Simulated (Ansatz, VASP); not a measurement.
**As: VASP beside Ansatz**

```
As
1.0
     1.88080    1.08588    3.51406
    -1.88080    1.08588    3.51406
     0.00000   -2.17176    3.51406
As
2
Direct
  0.22600 0.22600 0.22600
  0.77400 0.77400 0.77400
```

Alike in both runs: task relaxation of cell and atoms; functional PBEsol; dispersion D3(BJ); k mesh 9 × 9 × 9; occupations fermi-dirac, width 0.1 eV; collinear spin.

```csv
,VASP,Ansatz
version,VASP 6.6.1,Ansatz 0.2.0
potentials or method,"VASP PAW PBE potentials, release 64 (As), cutoff 600 eV",all-electron PAW datasets made for the crystal
```

|  | VASP | Ansatz | Ansatz less VASP |
| --- | --- | --- | --- |
| net moment per atom (μB) | 0.00 | 0.00 | 0.000 |
| relaxed volume (Å³/atom) | 19.83 | 19.79 | -0.038 |
| relaxed cell length with the largest relative difference (Å) | 3.907 | 3.912 | +0.0047 |

VASP's potentials were made for PBE, not for PBEsol. Ansatz ran all-electron here, and VASP with PAW potentials.

Noted on Ansatz's run: the program listed the state as in doubt.
